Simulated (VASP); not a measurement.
# CdS (P6_3mc) in VASP: notebook

CdS is run at these levels: PBE; tasks: single point.

Everything below comes from runs of VASP 6.6.1. Logs are shortened: lines on timing, memory, paths and dates and some standing lists are left out, and cuts for length are marked.

**1. The cell of the first run**

It takes space group P6_3mc (No. 186, hexagonal). Conventional cell: a = 4.259 Å, b = 4.259 Å, c = 6.749 Å, α = 90.00°, β = 90.00°, γ = 120.00°. Within 3.0 Å of Cd (site symmetry 3m) lie 4 S at 2.30 to 2.68 Å. Within 3.0 Å of S (site symmetry 3m) lie 4 Cd at 2.30 to 2.68 Å.

**2. Single point, PBE (strained and its atoms moved)**

The input, INCAR:

```
SYSTEM = CdS
PREC = Accurate
ENCUT = 520
EDIFF = 1E-6
ISMEAR = 0
SIGMA = 0.02
LREAL = .FALSE.
LASPH = .TRUE.
NELM = 80
ALGO = Normal
ISIF = 2
LWAVE = .FALSE.
LCHARG = .FALSE.
GGA = PE
NBANDS = 26
```

The input, KPOINTS:

```
Automatic mesh
0
G
  9 9 4
  0 0 0
```

The input, POSCAR:

```
CdS
1.0
    4.2590912675      0.0000000000      0.0000000000
   -2.1295456337      3.6884812347      0.0000000000
    0.0000000000      0.0000000000      6.7494049400
Cd S
2 2
Direct
    0.3333333333      0.6666666667      0.0222255149
    0.6666666667      0.3333333333      0.5222255149
    0.3333333333      0.6666666667      0.3627744851
    0.6666666667      0.3333333333      0.8627744851
```

Potentials or basis: VASP PAW PBE potentials, release 64 (Cd, S).

Launch:

```
$ cat potpaw_PBE.64/Cd/POTCAR potpaw_PBE.64/S/POTCAR > POTCAR
$ mpirun -np 1 vasp_std > vasp.out
```

OUTCAR:

```text
SYSTEM = CdS
   PREC = Accurate
   ENCUT = 520
   EDIFF = 1E-6
   ISMEAR = 0
   LREAL = .FALSE.
   LASPH = .TRUE.
   NELM = 80
   ISIF = 2
   GGA = PE

 ion  position               nearest neighbor table
   1  0.333  0.667  0.022-   3 2.30   4 2.68   4 2.68   4 2.68
   2  0.667  0.333  0.522-   4 2.30   3 2.68   3 2.68   3 2.68
   3  0.333  0.667  0.363-   1 2.30   2 2.68   2 2.68   2 2.68
   4  0.667  0.333  0.863-   2 2.30   1 2.68   1 2.68   1 2.68

  LATTYP: Found a hexagonal cell.
 ALAT       =     4.2590912675
 C/A-ratio  =     1.5847054022

  Lattice vectors:

 A1 = (   4.2590912675,   0.0000000000,   0.0000000000)
 A2 = (  -2.1295456337,   3.6884812347,   0.0000000000)
 A3 = (   0.0000000000,   0.0000000000,   6.7494049400)

Analysis of symmetry for initial positions (statically):
=====================================================================
 Subroutine PRICEL returns:
 Original cell was already a primitive cell.

 Routine SETGRP: Setting up the symmetry group for a
 hexagonal supercell.

 Subroutine GETGRP returns: Found 12 space group operations
 (whereof  6 operations were pure point group operations)
 out of a pool of 24 trial point group operations.

The static configuration has the point symmetry C_3v.
 The point group associated with its full space group is C_6v.

Analysis of symmetry for dynamics (positions and initial velocities):
=====================================================================
 Subroutine PRICEL returns:
 Original cell was already a primitive cell.

 Routine SETGRP: Setting up the symmetry group for a
 hexagonal supercell.

 Subroutine GETGRP returns: Found 12 space group operations
 (whereof  6 operations were pure point group operations)
 out of a pool of 24 trial point group operations.

The dynamic configuration has the point symmetry C_3v.
 The point group associated with its full space group is C_6v.

 Subroutine INISYM returns: Found 12 space group operations
 (whereof  6 operations are pure point group operations),
 and found     1 'primitive' translations

----------------------------------------------------------------------------------------

                                     Primitive cell

  volume of cell :     106.0303

  direct lattice vectors                    reciprocal lattice vectors
     4.259091267  0.000000000  0.000000000     0.234791869  0.135557149  0.000000000
    -2.129545634  3.688481235  0.000000000     0.000000000  0.271114298  0.000000000
     0.000000000  0.000000000  6.749404940     0.000000000  0.000000000  0.148161210

  length of vectors
     4.259091267  4.259091267  6.749404940     0.271114298  0.271114298  0.148161210

  position of ions in fractional coordinates (direct lattice)
     0.333333333  0.666666667  0.022225515
     0.666666667  0.333333333  0.522225515
     0.333333333  0.666666667  0.362774485
     0.666666667  0.333333333  0.862774485

  ion indices of the primitive-cell ions
   primitive index   ion index
                 1           1
                 2           2
                 3           3
                 4           4

----------------------------------------------------------------------------------------

 KPOINTS: Automatic mesh

Automatic generation of k-mesh.
 Grid dimensions read from file:
 generate k-points for:    9    9    4

 Generating k-lattice:

  Cartesian coordinates                     Fractional coordinates (reciprocal lattice)
     0.026087985  0.015061905  0.000000000     0.111111111  0.000000000  0.000000000
     0.000000000  0.030123811  0.000000000     0.000000000  0.111111111  0.000000000
     0.000000000  0.000000000  0.037040302     0.000000000  0.000000000  0.250000000

  Length of vectors
     0.030123811  0.030123811  0.037040302

  Shift w.r.t. Gamma in fractional coordinates (k-lattice)
     0.000000000  0.000000000  0.000000000

 Subroutine IBZKPT returns following result:
 ===========================================

 Found     36 irreducible k-points:

 Following reciprocal coordinates:
            Coordinates               Weight
  0.000000  0.000000  0.000000      1.000000
  0.111111  0.000000  0.000000      6.000000
  0.222222  0.000000  0.000000      6.000000
  0.333333  0.000000  0.000000      6.000000
  0.444444  0.000000  0.000000      6.000000
  0.111111  0.111111  0.000000      6.000000
[... 16 lines left out ...]
  0.333333  0.222222  0.250000     24.000000
  0.333333  0.333333  0.250000      4.000000
 [... further k-points ...]
   k-points           NKPTS =     36   k-points in BZ     NKDIM =     36   number of bands    NBANDS=     26
   number of dos      NEDOS =    301   number of ions     NIONS =      4
   total plane-waves  NPLWV =  51200
   dimension x,y,z NGX =    32 NGY =   32 NGZ =   50
   dimension x,y,z NGXF=    64 NGYF=   64 NGZF=  100
   ions per type =               2   2
   NGX,Y,Z   is equivalent  to a cutoff of  12.49, 12.49, 12.32 a.u.
   NGXF,Y,Z  is equivalent  to a cutoff of  24.98, 24.98, 24.63 a.u.
 SYSTEM =  CdS
   PREC   = accura    normal or accurate (medium, high low for compatibility)
   ISTART =      0    job   : 0-new  1-cont  2-samecut
   ICHARG =      2    charge: 1-file 2-atom 10-const
   ISPIN  =      1    spin polarized calculation?
   LNONCOLLINEAR =      F non collinear calculations
   LSORBIT =      F    spin-orbit coupling
   LASPH  =      T    aspherical Exc in radial PAW
   ENCUT  =  520.0 eV  38.22 Ry    6.18 a.u.   7.92  7.92 12.55*2*pi/ulx,y,z
   NELM   =     80;   NELMIN=  2; NELMDL= -5     # of ELM steps
   EDIFF  = 0.1E-05   stopping-criterion for ELM
   LREAL  =      F    real-space projection
   EDIFFG = 0.1E-04   stopping-criterion for IOM
   NSW    =      0    number of steps for IOM
   IBRION =     -1    ionic relax: 0-MD 1-quasi-New 2-CG
   NFREE  =      0    steps in history (QN), initial steepest desc. (CG)
   ISIF   =      2    stress and relaxation
   ISYM   =      2    0-nonsym 1-usesym 2-fastsym
   POTIM  = 0.5000    time-step for ionic-motion
   TEBEG  =    0.0;   TEEND  =   0.0 temperature during run
   PSTRESS=    0.0 pullay stress
   NELECT =      36.0000    total number of electrons
   NUPDOWN=      -1.0000    fix difference up-down
   EMIN   =  10.00;   EMAX   =-10.00  energy-range for DOS
   EFERMI =   0.00;   METHOD = LEGACY
   ISMEAR =     0;   SIGMA  =   0.02  broadening in eV -4-tet -1-fermi 0-gaus
   EFERMI_NEDOS =   21; number of points for ismear=-14 and -15
   IALGO  =     38    algorithm
   IMIX   =      4    mixing-type and parameters
     AMIX     =   0.40;   BMIX     =  1.00
     AMIX_MAG =   1.60;   BMIX_MAG =  1.00
  volume/ion in A,a.u.               =      26.51       178.88
  Fermi-wavevector in a.u.,A,eV,Ry     =   1.142086  2.158231 17.746916  1.304362
  Thomas-Fermi vector in A             =   2.278785
   LORBIT       =      0    0 simple, 1 ext, 2 COOP (PROOUT), +10 PAW based schemes
   GGA     = PE    functional components
   LHFCALC =     F    Hartree Fock is set to
   AEXX    =    0.0000 exact exchange contribution
   IVDW    =     0    specifies the selected vdW correction
   LEPSILON=     F    determine dielectric tensor
   LRPA    =     F    only Hartree local field effects (RPA)
 non-spin polarized calculation
 Gauss-broadening in eV      SIGMA  =   0.02
  energy-cutoff  :      520.00
  volume of cell :      106.03
 maximum number of plane-waves:      2880
 NGX is ok and might be reduce to    32
   NGX = 15   NGY = 15   NGZ = 25

 number of electron      36.0000000 magnetization

 Free energy of the ion-electron system (eV)
  ---------------------------------------------------
  ext. energy  EPLUGINS =         0.00000000
  ---------------------------------------------------
  free energy    TOTEN  =       -11.79354506 eV

  energy without entropy =      -11.79354506  energy(sigma->0) =      -11.79354506

 E-fermi :   0.9549     XC(G=0):  -8.8297

 val. band max:        0.8176712738   @ k =   0.0000   0.0000   0.0000
 cond. band min:       1.9168065038   @ k =   0.0000   0.0000   0.0000
 fundamental gap:      1.0991352300
 Fermi energy:         0.9549222128

 k-point     1 :       0.0000    0.0000    0.0000
  band No.  band energies     occupation
      1     -11.3640      2.00000
      2     -10.9317      2.00000
      3      -6.9904      2.00000
      4      -6.7506      2.00000
      5      -6.7506      2.00000
      6      -6.5840      2.00000
[... 18 lines left out ...]
     25       8.4811      0.00000
     26       8.5492      0.00000

 k-point     2 :       0.1111    0.0000    0.0000
  band No.  band energies     occupation
      1     -11.3300      2.00000
      2     -10.9222      2.00000
      3      -6.9777      2.00000
      4      -6.7491      2.00000
      5      -6.7273      2.00000
      6      -6.5944      2.00000
[... 18 lines left out ...]
     25       8.5088      0.00000
     26       8.6885      0.00000

 k-point     3 :       0.2222    0.0000    0.0000
  band No.  band energies     occupation
      1     -11.2401      2.00000
      2     -10.9009      2.00000
      3      -6.9476      2.00000
      4      -6.7491      2.00000
      5      -6.6743      2.00000
      6      -6.6134      2.00000
[... 18 lines left out ...]
     25       8.8984      0.00000
     26       9.2463      0.00000

 k-point     4 :       0.3333    0.0000    0.0000
  band No.  band energies     occupation
      1     -11.1277      2.00000
      2     -10.8853      2.00000
      3      -6.9109      2.00000
      4      -6.7543      2.00000
      5      -6.6747      2.00000
      6      -6.6251      2.00000
[... 18 lines left out ...]
     25       9.0878      0.00000
     26       9.7442      0.00000

 k-point     5 :       0.4444    0.0000    0.0000
  band No.  band energies     occupation
      1     -11.0410      2.00000
      2     -10.8877      2.00000
      3      -6.8799      2.00000
      4      -6.7597      2.00000
      5      -6.6981      2.00000
      6      -6.6424      2.00000
[... 18 lines left out ...]
     25       9.3600      0.00000
     26      10.6685      0.00000

 k-point     6 :       0.1111    0.1111    0.0000
  band No.  band energies     occupation
      1     -11.2679      2.00000
      2     -10.9068      2.00000
      3      -6.9562      2.00000
      4      -6.7523      2.00000
      5      -6.6799      2.00000
      6      -6.6150      2.00000
[... 427 lines left out ...]
 k-point    21 :       0.4444    0.1111    0.2500
  band No.  band energies     occupation
      1     -10.9912      2.00000
      2     -10.9058      2.00000
      3      -6.8537      2.00000
      4      -6.7557      2.00000
      5      -6.7413      2.00000
      6      -6.5931      2.00000
[... 18 lines left out ...]
     25       9.0035      0.00000
     26      10.0165      0.00000

 k-point    22 :       0.2222    0.2222    0.2500
  band No.  band energies     occupation
      1     -11.0404      2.00000
      2     -10.9075      2.00000
      3      -6.8662      2.00000
      4      -6.7512      2.00000
      5      -6.7293      2.00000
      6      -6.5684      2.00000
[... 18 lines left out ...]
     25       8.9650      0.00000
     26       9.5616      0.00000

 k-point    23 :       0.3333    0.2222    0.2500
  band No.  band energies     occupation
      1     -10.9750      2.00000
      2     -10.9084      2.00000
      3      -6.8340      2.00000
      4      -6.7649      2.00000
      5      -6.7603      2.00000
      6      -6.5461      2.00000
[... 18 lines left out ...]
     25       9.3954      0.00000
     26       9.9435      0.00000

 k-point    24 :       0.3333    0.3333    0.2500
  band No.  band energies     occupation
      1     -10.9307      2.00000
      2     -10.9307      2.00000
      3      -6.7945      2.00000
      4      -6.7945      2.00000
      5      -6.7752      2.00000
      6      -6.5264      2.00000
[... 18 lines left out ...]
     25       9.9802      0.00000
     26      10.2496      0.00000

 [... further k-points ...]

------------------------ aborting loop because EDIFF is reached ----------------------------------------

  FORCE on cell =-STRESS in cart. coord.  units (eV):
  Direction    XX          YY          ZZ          XY          YZ          ZX
  --------------------------------------------------------------------------------------
  -------------------------------------------------------------------------------------
  Total       -1.9818256     -1.9818256      7.7527811     -0.0000000      0.0000000      0.0000000
  in kB      -29.9464962    -29.9464962    117.1488677     -0.0000000      0.0000000      0.0000000
  external PRESSURE =      19.0852917 kB  Pullay stress =       0.0000000 kB

 VOLUME and BASIS-vectors are now :
 -----------------------------------------------------------------------------
  energy-cutoff  :      520.00
  volume of cell :      106.03
      direct lattice vectors                 reciprocal lattice vectors
     4.259091267  0.000000000  0.000000000     0.234791869  0.135557149  0.000000000
    -2.129545634  3.688481235  0.000000000     0.000000000  0.271114298  0.000000000
     0.000000000  0.000000000  6.749404940     0.000000000  0.000000000  0.148161210

 POSITION                                       TOTAL-FORCE (eV/Angst)
 -----------------------------------------------------------------------------------
     -0.00000      2.45899      0.15001        -0.000000      0.000000     -2.176500
      2.12955      1.22949      3.52471         0.000000     -0.000000     -2.176500
     -0.00000      2.45899      2.44851        -0.000000      0.000000      2.176500
      2.12955      1.22949      5.82321         0.000000     -0.000000      2.176500
 -----------------------------------------------------------------------------------
    total drift:                               -0.000000     -0.000000      0.001893

  FREE ENERGIE OF THE ION-ELECTRON SYSTEM (eV)
  ---------------------------------------------------
  free  energy   TOTEN  =       -11.7935450612 eV

  energy  without entropy=      -11.7935450612  energy(sigma->0) =      -11.79354506
```

It took 68 s on 1 thread of Intel Xeon Platinum 8259CL at 2.50GHz (Skylake/Cascade Lake), shared host; peak memory 0.25 GiB.

Results:

```yaml
Free_energy: -11.7935 eV
Pressure: 1.9 GPa
Largest_force: 2.176 eV/Å
Band_gap_on_the_k_mesh: 1.10 eV, direct
```

Forces in eV/Å, atoms in the order of the input:
```
Cd   0.000  0.000 -2.176
Cd   0.000  0.000 -2.176
S    0.000  0.000  2.176
S    0.000  0.000  2.176
```

Caveat: the cell differs from its parent crystal (strained and its atoms moved); forces of over 1 eV/Å act on the atoms, so gaps and moduli don't describe the material at rest.

**3. Single point, PBE (strained and its atoms moved)**

The input, INCAR:

```
PREC = Accurate ; ENCUT = 520
EDIFF = 1E-6 ; ISMEAR = 0
SIGMA = 0.02 ; LREAL = F
LASPH = T ; NELM = 80
ALGO = Normal ; ISIF = 2
LWAVE = F ; LCHARG = F
GGA = PE ; NBANDS = 26
```

The input, KPOINTS:

```
Automatic mesh
0
Gamma
  9 9 4
```

The input, POSCAR:

```
CdS
1.0
    4.3986407406      0.0000000000      0.0000000000
   -2.1993203703      3.8093346235      0.0000000000
    0.0000000000      0.0000000000      6.5722436900
Cd S
2 2
Direct
    0.3333333333      0.6666666667      0.0148170099
    0.6666666667      0.3333333333      0.5148170099
    0.3333333333      0.6666666667      0.3701829901
    0.6666666667      0.3333333333      0.8701829901
```

Potentials or basis: VASP PAW PBE potentials, release 64 (Cd, S).

Launch:

```
$ cat potpaw_PBE.64/Cd/POTCAR potpaw_PBE.64/S/POTCAR > POTCAR
$ mpirun -np 1 vasp_std > vasp.out
```

It took 95 s on 1 thread of Intel Xeon Platinum 8259CL at 2.50GHz (Skylake/Cascade Lake), shared host; peak memory 0.28 GiB.

It converged, with:

```yaml
Free_energy: -11.8216 eV
Pressure: 0.1 GPa
Largest_force: 1.728 eV/Å
Band_gap_on_the_k_mesh: 1.07 eV, direct
```

Forces on the atoms (eV/Å):
```
Cd   0.000  0.000 -1.728
Cd   0.000  0.000 -1.728
S    0.000  0.000  1.728
S    0.000  0.000  1.728
```

Stress tensor (GPa, compression positive):
```
-4.61  0.00  0.00
 0.00 -4.61  0.00
 0.00  0.00  9.55
```

Levels at points of the mesh, in eV from the valence-band top:
| k point | band 16 | band 17 | band 18 | band 19 | band 20 | band 21 |
| --- | --- | --- | --- | --- | --- | --- |
| (0.00, 0.00, 0.00) | -0.07 | 0.00 | 0.00 | 1.07 | 2.54 | 6.17 |
| (0.00, 0.00, 0.50) | -0.48 | -0.48 | -0.48 | 2.69 | 2.69 | 6.56 |

Caveat: the cell differs from its parent crystal (strained and its atoms moved); forces of over 1 eV/Å act on the atoms, so gaps and moduli don't describe the material at rest.
